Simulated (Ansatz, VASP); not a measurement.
**Hf in VASP and in Ansatz**

Contents of INCAR:

```
PREC     = Accurate       # precision mode
ENCUT    = 520            # plane-wave cutoff, eV
EDIFF    = 1E-6           # SCF threshold, eV
ISMEAR   = 0              # smearing method
SIGMA    = 0.15           # smearing width, eV
LREAL    = F              # projectors in reciprocal space
LASPH    = T              # aspherical terms in the spheres
NELM     = 60             # most SCF steps
ALGO     = Fast           # electronic algorithm
ISIF     = 2              # what is computed and relaxed
LWAVE    = F              # write WAVECAR
LCHARG   = F              # write CHGCAR
NBANDS   = 11             # bands
```

The input KPOINTS:

```
Automatic mesh
0
Gamma
  18 18 18
```

Contents of POSCAR:

```
Hf
1.0
    0.0000000000      2.2200000000      2.2200000000
    1.9980000000      0.0000000000      2.2200000000
    1.9980000000      2.2200000000      0.0000000000
Hf
1
Direct
    0.0000000000      0.0000000000      0.0000000000
```

Input for Ansatz:

```yaml
crystal:
  lattice:
    - [0.0, 2.22, 2.22]
    - [1.998, 0.0, 2.22]
    - [1.998, 2.22, 0.0]
  atoms:
    - { symbol: Hf, position: [0.0, 0.0, 0.0] }
basis:
  ecutwfc: 420
kpoints:
  mp_grid: { grid: [18, 18, 18] }
hamiltonian:
  xc: lda
scf:
  occupations: { method: gaussian, width: 0.15 }
output:
  forces: true
  stress: true
  eigenvalues: true
```

Change from the starting cell: strain -0.1000 x Voigt [1, 0, 0, 0, 0, 0], atoms carried along.

Alike in both runs: task single point; functional LDA; k mesh 18 × 18 × 18; occupations gaussian, width 0.15 eV; no spin polarisation.

|  | VASP | Ansatz |
| --- | --- | --- |
| version | VASP 6.6.1 | Ansatz 0.2.0 |
| potentials or method | VASP PAW LDA potentials, release 64 (Hf_pv), cutoff 520 eV | scalar-relativistic, plane waves, PAW |
| valence electrons in the cell | 10 | 26 |

Ansatz gave:

* gap on the k mesh at the Fermi level (eV): none
* pressure (GPa): 6.2
* traceless stress, the component that is largest in VASP (GPa): 2.76

**Question.** What did VASP give for the same quantities?

**Answer.** gap on the k mesh at the Fermi level (eV): none; pressure (GPa): 6.3; traceless stress, the component that is largest in VASP (GPa): 2.82.

LDA's correlation is that of Perdew and Zunger in VASP and of Perdew and Wang (1992) in Ansatz. A gap of «none» marks a metal or a gap that the smearing closes. VASP's potentials hold 10 valence electrons a cell and Ansatz's 26, so a difference there can come from the potentials and not from the codes.

Neither program's run includes spin-orbit coupling.
